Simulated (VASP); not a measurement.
A run of VASP 6.6.1:

File INCAR:

```
PREC = Accurate
ENCUT = 600
EDIFF = 1E-6
ISMEAR = 0
SIGMA = 0.1
LREAL = False
LASPH = True
NELM = 80
ALGO = Fast
ISIF = 4
LWAVE = False
LCHARG = False
GGA = PE
IBRION = 2
NSW = 50
EDIFFG = -0.01
```

File KPOINTS:

```
regular mesh
0
Gamma
  20 20 20
```

POSCAR

```
Cu
1.0
   -1.4242640439      1.4242640439      1.3473987869
    1.4242640439     -1.4242640439      1.3473987869
    1.4242640439      1.4242640439     -1.3473987869
Cu
1
Direct
    0.0000000000      0.0000000000      0.0000000000
```

Potentials or basis: VASP PAW PBE potentials, release 64 (Cu).

Launch:

```console
$ cat potpaw_PBE.64/Cu/POTCAR > POTCAR
$ mpirun -np 1 vasp_std > vasp.out
```

Hardware: 1 thread of Intel(R) Xeon(R) 6975P-C (Granite Rapids) (shared host).

Task: Estimate the wall time of this run.

Result: It took 30 s on 1 thread of Intel(R) Xeon(R) 6975P-C (Granite Rapids), on a shared host, peak memory 0.19 GiB. Counts: scf iterations 14, k points 641, ion steps 1.
